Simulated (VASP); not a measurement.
# Be3Te (Im-3m) in VASP: single point with PBE

Aim: the single point of Be3Te with PBE.

Everything below comes from runs of VASP 6.6.1. Logs are shortened: lines on timing, memory, paths and dates and some standing lists are left out, and cuts for length are marked.

## (1) The cell of the first run

Symmetry: Im-3m, No. 229, cubic system. Conventional cell: a = 4.955 Å, b = 4.955 Å, c = 4.955 Å, α = 90.00°, β = 90.00°, γ = 90.00°. Be (site symmetry 4/mmm) has 4 Be at 2.48 Å and 2 Te at 2.48 Å within 3.3 Å. Within 3.3 Å of Te (site symmetry m-3m) lie 6 Be at 2.48 Å.

The cell was generated, and may not be a known phase.

## (2) Single point, PBE

File INCAR:

```
PREC     = Accurate       # precision mode
ENCUT    = 600            # plane-wave cutoff, eV
EDIFF    = 1E-6           # SCF threshold, eV
ISMEAR   = 0              # smearing method
SIGMA    = 0.2            # smearing width, eV
LREAL    = False          # projectors in reciprocal space
LASPH    = True           # aspherical terms in the spheres
NELM     = 120            # most SCF steps
ALGO     = Normal         # electronic algorithm
ISIF     = 2              # what is computed and relaxed
LWAVE    = False          # write WAVECAR
LCHARG   = False          # write CHGCAR
GGA      = PE             # functional
NBANDS   = 14             # bands
GGA_COMPAT= False
```

File KPOINTS:

```
regular mesh
0
Gamma
  5 5 5
```

File POSCAR:

```
Be3Te
1.0
   -2.4776791663      2.4776791663      2.4776791663
    2.4776791663     -2.4776791663      2.4776791663
    2.4776791663      2.4776791663     -2.4776791663
Be Te
3 1
Direct
    0.0000000000      0.5000000000      0.5000000000
    0.5000000000      0.0000000000      0.5000000000
    0.5000000000      0.5000000000      0.0000000000
    0.0000000000      0.0000000000      0.0000000000
```

Potentials or basis: VASP PAW PBE potentials, release 64 (Be, Te).

Started as:

```
> cat potpaw_PBE.64/Be/POTCAR potpaw_PBE.64/Te/POTCAR > POTCAR
> mpirun -np 1 vasp_std > vasp.out
```

OUTCAR:

```text
PREC = Accurate
   ENCUT = 600
   EDIFF = 1E-6
   ISMEAR = 0
   LREAL = False
   LASPH = True
   NELM = 120
   ISIF = 2
   GGA = PE

 ion  position               nearest neighbor table
   1  0.000  0.500  0.500-   4 2.48   4 2.48
   2  0.500  0.000  0.500-   4 2.48   4 2.48
   3  0.500  0.500  0.000-   4 2.48   4 2.48
   4  0.000  0.000  0.000-   1 2.48   2 2.48   3 2.48   1 2.48   2 2.48   3 2.48

  LATTYP: Found a body centered cubic cell.
 ALAT       =     4.9553583326

  Lattice vectors:

 A1 = (  -2.4776791663,   2.4776791663,   2.4776791663)
 A2 = (   2.4776791663,  -2.4776791663,   2.4776791663)
 A3 = (   2.4776791663,   2.4776791663,  -2.4776791663)

Analysis of symmetry for initial positions (statically):
=====================================================================
 Subroutine PRICEL returns:
 Original cell was already a primitive cell.

 Routine SETGRP: Setting up the symmetry group for a
 body centered cubic supercell.

 Subroutine GETGRP returns: Found 48 space group operations
 (whereof 48 operations were pure point group operations)
 out of a pool of 48 trial point group operations.

The static configuration has the point symmetry O_h .

Analysis of symmetry for dynamics (positions and initial velocities):
=====================================================================
 Subroutine PRICEL returns:
 Original cell was already a primitive cell.

 Routine SETGRP: Setting up the symmetry group for a
 body centered cubic supercell.

 Subroutine GETGRP returns: Found 48 space group operations
 (whereof 48 operations were pure point group operations)
 out of a pool of 48 trial point group operations.

The dynamic configuration has the point symmetry O_h .

 Subroutine INISYM returns: Found 48 space group operations
 (whereof 48 operations are pure point group operations),
 and found     1 'primitive' translations

----------------------------------------------------------------------------------------

                                     Primitive cell

  volume of cell :      60.8408

  direct lattice vectors                    reciprocal lattice vectors
    -2.477679166  2.477679166  2.477679166     0.000000000  0.201801753  0.201801753
     2.477679166 -2.477679166  2.477679166     0.201801753  0.000000000  0.201801753
     2.477679166  2.477679166 -2.477679166     0.201801753  0.201801753  0.000000000

  length of vectors
     4.291466201  4.291466201  4.291466201     0.285390776  0.285390776  0.285390776

  position of ions in fractional coordinates (direct lattice)
     0.000000000  0.500000000  0.500000000
     0.500000000  0.000000000  0.500000000
     0.500000000  0.500000000  0.000000000
     0.000000000  0.000000000  0.000000000

  ion indices of the primitive-cell ions
   primitive index   ion index
                 1           1
                 2           2
                 3           3
                 4           4

----------------------------------------------------------------------------------------

 KPOINTS: regular mesh

Automatic generation of k-mesh.
 Grid dimensions read from file:
 generate k-points for:    5    5    5

 Generating k-lattice:

  Cartesian coordinates                     Fractional coordinates (reciprocal lattice)
     0.000000000  0.040360351  0.040360351     0.200000000  0.000000000  0.000000000
     0.040360351  0.000000000  0.040360351     0.000000000  0.200000000  0.000000000
     0.040360351  0.040360351  0.000000000     0.000000000  0.000000000  0.200000000

  Length of vectors
     0.057078155  0.057078155  0.057078155

  Shift w.r.t. Gamma in fractional coordinates (k-lattice)
     0.000000000  0.000000000  0.000000000

 Subroutine IBZKPT returns following result:
 ===========================================

 Found     10 irreducible k-points:

 Following reciprocal coordinates:
            Coordinates               Weight
  0.000000  0.000000  0.000000      1.000000
  0.200000  0.000000  0.000000     12.000000
  0.400000  0.000000  0.000000     12.000000
  0.200000  0.200000  0.000000     24.000000
  0.400000  0.200000  0.000000     24.000000
  0.200000  0.200000  0.200000      8.000000
 -0.200000  0.200000  0.200000      6.000000
 -0.400000  0.400000  0.200000     24.000000
 -0.400000 -0.400000  0.200000      8.000000
 -0.400000  0.400000  0.400000      6.000000
   k-points           NKPTS =     10   k-points in BZ     NKDIM =     10   number of bands    NBANDS=     14
   number of dos      NEDOS =    301   number of ions     NIONS =      4
   total plane-waves  NPLWV =  46656
   dimension x,y,z NGX =    36 NGY =   36 NGZ =   36
   dimension x,y,z NGXF=    72 NGYF=   72 NGZF=   72
   ions per type =               3   1
   NGX,Y,Z   is equivalent  to a cutoff of  13.95, 13.95, 13.95 a.u.
   NGXF,Y,Z  is equivalent  to a cutoff of  27.89, 27.89, 27.89 a.u.
 SYSTEM =  unknown system
   PREC   = accura    normal or accurate (medium, high low for compatibility)
   ISTART =      0    job   : 0-new  1-cont  2-samecut
   ICHARG =      2    charge: 1-file 2-atom 10-const
   ISPIN  =      1    spin polarized calculation?
   LNONCOLLINEAR =      F non collinear calculations
   LSORBIT =      F    spin-orbit coupling
   LASPH  =      T    aspherical Exc in radial PAW
   ENCUT  =  600.0 eV  44.10 Ry    6.64 a.u.   8.57  8.57  8.57*2*pi/ulx,y,z
   NELM   =    120;   NELMIN=  2; NELMDL= -5     # of ELM steps
   EDIFF  = 0.1E-05   stopping-criterion for ELM
   LREAL  =      F    real-space projection
   EDIFFG = 0.1E-04   stopping-criterion for IOM
   NSW    =      0    number of steps for IOM
   IBRION =     -1    ionic relax: 0-MD 1-quasi-New 2-CG
   NFREE  =      0    steps in history (QN), initial steepest desc. (CG)
   ISIF   =      2    stress and relaxation
   ISYM   =      2    0-nonsym 1-usesym 2-fastsym
   POTIM  = 0.5000    time-step for ionic-motion
   TEBEG  =    0.0;   TEEND  =   0.0 temperature during run
   PSTRESS=    0.0 pullay stress
   NELECT =      12.0000    total number of electrons
   NUPDOWN=      -1.0000    fix difference up-down
   EMIN   =  10.00;   EMAX   =-10.00  energy-range for DOS
   EFERMI =   0.00;   METHOD = LEGACY
   ISMEAR =     0;   SIGMA  =   0.20  broadening in eV -4-tet -1-fermi 0-gaus
   EFERMI_NEDOS =   21; number of points for ismear=-14 and -15
   IALGO  =     38    algorithm
   IMIX   =      4    mixing-type and parameters
     AMIX     =   0.40;   BMIX     =  1.00
     AMIX_MAG =   1.60;   BMIX_MAG =  1.00
  volume/ion in A,a.u.               =      15.21       102.64
  Fermi-wavevector in a.u.,A,eV,Ry     =   0.952950  1.800815 12.355641  0.908114
  Thomas-Fermi vector in A             =   2.081560
   LORBIT       =      0    0 simple, 1 ext, 2 COOP (PROOUT), +10 PAW based schemes
   GGA     = PE    functional components
   LHFCALC =     F    Hartree Fock is set to
   AEXX    =    0.0000 exact exchange contribution
   IVDW    =     0    specifies the selected vdW correction
   LEPSILON=     F    determine dielectric tensor
   LRPA    =     F    only Hartree local field effects (RPA)
 non-spin polarized calculation
 Gauss-broadening in eV      SIGMA  =   0.20
  energy-cutoff  :      600.00
  volume of cell :       60.84
 maximum number of plane-waves:      2038
 NGX is ok and might be reduce to    36
   NGX = 17   NGY = 17   NGZ = 17

 number of electron      12.0000000 magnetization

 Free energy of the ion-electron system (eV)
  ---------------------------------------------------
  ext. energy  EPLUGINS =         0.00000000
  ---------------------------------------------------
  free energy    TOTEN  =       -10.81306112 eV

  energy without entropy =      -10.74363408  energy(sigma->0) =      -10.77834760

 E-fermi :   6.3519     XC(G=0):  -9.8184

 val. band max:        6.3100517803   @ k =   0.4000   0.2000   0.0000
 cond. band min:       6.3952517283   @ k =  -0.4000   0.4000   0.2000
 fundamental gap:      0.0851999479
 Fermi energy:         6.3518769800

 k-point     1 :       0.0000    0.0000    0.0000
  band No.  band energies     occupation
      1      -7.0674      2.00000
      2       2.8774      2.00000
      3       2.8774      2.00000
      4       2.8774      2.00000
      5       4.1158      2.00000
      6       6.4265      0.59793
      7       6.4265      0.59793
      8       6.4265      0.59793
      9       9.2221      0.00000
     10       9.2221      0.00000
     11      10.3545      0.00000
     12      10.3545      0.00000
     13      10.3545      0.00000
     14      15.0089      0.00000

 k-point     2 :       0.2000    0.0000    0.0000
  band No.  band energies     occupation
      1      -6.8141      2.00000
      2       0.9587      2.00000
      3       2.5232      2.00000
      4       2.9660      2.00000
      5       4.8013      2.00000
      6       5.7876      1.99993
      7       6.4599      0.44478
      8       6.4610      0.44014
      9       9.9358      0.00000
     10      10.0442      0.00000
     11      11.6024      0.00000
     12      11.8773      0.00000
     13      12.6071      0.00000
     14      12.8718      0.00000

 k-point     3 :       0.4000    0.0000    0.0000
  band No.  band energies     occupation
      1      -6.2985      2.00000
      2      -0.7828      2.00000
      3       2.0539      2.00000
      4       3.0512      2.00000
      5       3.7542      2.00000
      6       5.1154      2.00000
      7       7.2886      0.00000
      8       9.0097      0.00000
      9       9.4582      0.00000
     10      10.7789      0.00000
     11      11.8464      0.00000
     12      12.0209      0.00000
     13      14.6726      0.00000
     14      15.0931      0.00000
[... 86 lines left out ...]
 k-point     9 :      -0.4000   -0.4000    0.2000
  band No.  band energies     occupation
      1      -5.8437      2.00000
      2      -0.0959      2.00000
      3      -0.0959      2.00000
      4       1.9205      2.00000
      5       4.9237      2.00000
      6       4.9237      2.00000
      7       5.8527      1.99958
      8       8.5593      0.00000
      9       8.5593      0.00000
     10      13.9827      0.00000
     11      14.7943      0.00000
     12      14.7943      0.00000
     13      15.8456      0.00000
     14      16.3130      0.00000

 k-point    10 :      -0.4000    0.4000    0.4000
  band No.  band energies     occupation
      1      -5.6643      2.00000
      2       0.1377      2.00000
      3       0.5782      2.00000
      4       0.5782      2.00000
      5       3.5013      2.00000
      6       4.3476      2.00000
      7       8.0457      0.00000
      8       8.0457      0.00000
      9       8.4746      0.00000
     10      13.7961      0.00000
     11      15.4287      0.00000
     12      15.9040      0.00000
     13      15.9040      0.00000
     14      16.6088      0.00000

------------------------ aborting loop because EDIFF is reached ----------------------------------------

  FORCE on cell =-STRESS in cart. coord.  units (eV):
  Direction    XX          YY          ZZ          XY          YZ          ZX
  --------------------------------------------------------------------------------------
  -------------------------------------------------------------------------------------
  Total       -0.0757516     -0.0757516     -0.0757516      0.0000000      0.0000000      0.0000000
  in kB       -1.9948363     -1.9948363     -1.9948363      0.0000000      0.0000000      0.0000000
  external PRESSURE =      -1.9948363 kB  Pullay stress =       0.0000000 kB

 VOLUME and BASIS-vectors are now :
 -----------------------------------------------------------------------------
  energy-cutoff  :      600.00
  volume of cell :       60.84
      direct lattice vectors                 reciprocal lattice vectors
    -2.477679166  2.477679166  2.477679166     0.000000000  0.201801753  0.201801753
     2.477679166 -2.477679166  2.477679166     0.201801753  0.000000000  0.201801753
     2.477679166  2.477679166 -2.477679166     0.201801753  0.201801753  0.000000000

 POSITION                                       TOTAL-FORCE (eV/Angst)
 -----------------------------------------------------------------------------------
      2.47768      0.00000      0.00000        -0.000000      0.000000     -0.000000
      0.00000      2.47768      0.00000         0.000000     -0.000000      0.000000
      0.00000      0.00000      2.47768         0.000000     -0.000000     -0.000000
      0.00000      0.00000      0.00000        -0.000000      0.000000      0.000000
 -----------------------------------------------------------------------------------
    total drift:                                0.000000     -0.000000     -0.000000

  FREE ENERGIE OF THE ION-ELECTRON SYSTEM (eV)
  ---------------------------------------------------
  free  energy   TOTEN  =       -10.8130611231 eV

  energy  without entropy=      -10.7436340763  energy(sigma->0) =      -10.77834760
```

Run time: 11 s. Hardware: 1 thread of Intel Xeon Platinum 8488C (Sapphire Rapids), shared host; peak memory 0.2 GiB.

What came out:

```yaml
Free_energy: -10.8131 eV
Pressure: -0.2 GPa
Band_gap_on_the_k_mesh: zero (bands 6 and 7 overlap by 1.12 eV)
```

Levels at points of the mesh, in eV from the Fermi level:
| k point | band 2 | band 3 | band 4 | band 5 | band 6 | band 7 | band 8 | band 9 | band 10 | band 11 |
| --- | --- | --- | --- | --- | --- | --- | --- | --- | --- | --- |
| (0.00, 0.00, 0.00) | -3.47 | -3.47 | -3.47 | -2.24 | 0.07 | 0.07 | 0.07 | 2.87 | 2.87 | 4.00 |

Caveat: spin-orbit coupling is left out, which moves the levels of the heavy elements.

The gap in the log of VASP goes by the Fermi energy; the results here count the filled bands.